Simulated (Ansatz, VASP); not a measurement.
**Sn3Te: VASP beside Ansatz**

INCAR

```
PREC = Accurate ; ENCUT = 520
EDIFF = 1E-6 ; ISMEAR = -1
SIGMA = 0.05 ; LREAL = False
LASPH = True ; NELM = 60
ALGO = Fast ; ISIF = 2
LWAVE = False ; LCHARG = False
GGA = PE ; NBANDS = 32
```

KPOINTS

```
Automatic mesh
0
Gamma
  8 8 8
```

POSCAR

```
Sn3Te
1.0
   -2.2854612260      2.2854612260      5.4794694348
    2.2854612260     -2.2854612260      5.4794694348
    2.2854612260      2.2854612260     -5.4794694348
Te Sn
1 3
Direct
    0.0000000000      0.0000000000      0.0000000000
    0.5000000000      0.5000000000      0.0000000000
    0.2500000000      0.7500000000      0.5000000000
    0.7500000000      0.2500000000      0.5000000000
```

Contents of input.yaml:

```yaml
crystal:
  lattice:
    - [-2.285461226, 2.285461226, 5.4794694348]
    - [2.285461226, -2.285461226, 5.4794694348]
    - [2.285461226, 2.285461226, -5.4794694348]
  atoms:
    - { symbol: Te, position: [0.0, 0.0, 0.0] }
    - { symbol: Sn, position: [0.5, 0.5, 0.0] }
    - { symbol: Sn, position: [0.25, 0.75, 0.5] }
    - { symbol: Sn, position: [0.75, 0.25, 0.5] }
hamiltonian:
  xc: pbe
  pseudopotentials: { kind: paw }
kpoints:
  mp_grid: { grid: [8, 8, 8] }
scf:
  occupations: { method: fermi_dirac, width: 0.05 }
output:
  forces: true
  stress: true
  eigenvalues: true
  write_density: true
  write_potential: true
  elf: true
  volumetric_format: npy
```

Alike in both runs: task single point; functional PBE; k mesh 8 × 8 × 8; occupations fermi-dirac, width 0.05 eV; no spin polarisation.

```csv
,VASP,Ansatz
version,VASP 6.6.1,Ansatz 0.2.0
potentials or method,"VASP PAW PBE potentials, release 64 (Te, Sn_d)",Ansatz PAW
plane-wave cutoff (eV),520,420
valence electrons in the cell,48,58
```

|  | VASP | Ansatz | Ansatz less VASP |
| --- | --- | --- | --- |
| gap on the k mesh at the Fermi level (eV) | none | none | - |
| pressure (GPa) | 0.5 | 0.5 | +0.04 |
| traceless stress, the component that is largest in VASP (GPa) | -0.34 | -0.33 | +0.007 |

A gap of «none» marks a metal or a gap that the smearing closes. VASP's potentials hold 48 valence electrons a cell and Ansatz's 58, so a difference there can come from the potentials and not from the codes.

Neither program's run includes spin-orbit coupling.
